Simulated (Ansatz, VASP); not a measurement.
## SiGe3 in VASP and in Ansatz

Contents of INCAR:

```
PREC = Accurate
ENCUT = 520
EDIFF = 1E-6
ISMEAR = 0
SIGMA = 0.01
LREAL = False
LASPH = True
NELM = 80
ALGO = Normal
ISIF = 2
LWAVE = False
LCHARG = True
GGA = PE
LELF = True
LVHAR = True
NBANDS = 31
```

Contents of KPOINTS:

```
regular mesh
0
Gamma
  6 6 6
```

The input POSCAR:

```
SiGe3
1.0
    3.9699077043      0.0000000000      0.0000000000
    0.0000000000      3.9699077043      0.0000000000
    0.0000000000      0.0000000000      5.5939547066
Si Ge
1 3
Direct
    0.0000000000      0.0000000000      0.0000000000
    0.0000000000      0.5000000000      0.2442925744
    0.5000000000      0.5000000000      0.5000000000
    0.5000000000      0.0000000000      0.7557074256
```

Input for Ansatz:

```yaml
crystal:
  lattice:
    - [3.9699077043, 0.0, 0.0]
    - [0.0, 3.9699077043, 0.0]
    - [0.0, 0.0, 5.5939547066]
  atoms:
    - { symbol: Si, position: [0.0, 0.0, 0.0] }
    - { symbol: Ge, position: [0.0, 0.5, 0.2442925744] }
    - { symbol: Ge, position: [0.5, 0.5, 0.5] }
    - { symbol: Ge, position: [0.5, 0.0, 0.7557074256] }
kpoints:
  mp_grid: { grid: [6, 6, 6] }
  band_path:
    path:
      - [0.0, 0.0, 0.0]
      - [0.0, 0.5, 0.0]
      - [0.5, 0.5, 0.0]
      - [0.0, 0.0, 0.5]
      - [0.0, 0.5, 0.5]
      - [0.5, 0.5, 0.5]
      - [0.0, 0.0, 0.05]
    npoints: 1
hamiltonian:
  xc: pbe
scf:
  occupations: { method: fixed }
  n_extra_bands: 5
output:
  forces: true
  stress: true
  eigenvalues: true
```

Alike in both runs: task single point; functional PBE; k mesh 6 × 6 × 6; no spin polarisation.

|  | VASP | Ansatz |
| --- | --- | --- |
| version | VASP 6.6.1 | Ansatz 0.2.0 |
| potentials or method | VASP PAW PBE potentials, release 64 (Si, Ge_d) | plane waves, PAW |
| plane-wave cutoff (eV) | 520 | 420 |
| occupations | gaussian, width 0.01 eV | fixed |
| valence electrons in the cell | 46 | 46 |

VASP gave:

| Property | Result |
| --- | --- |
| gap on the k mesh at the Fermi level (eV) | 0.29 |
| pressure (GPa) | 2.6 |
| rms of the force components (eV/Å) | 0.029 |

Q: Which values does Ansatz return?

A: gap on the k mesh at the Fermi level (eV): 0.29; pressure (GPa): 2.6; rms of the force components (eV/Å): 0.027.

Atom by atom the forces differ by 0.002 eV/Å (rms over components).
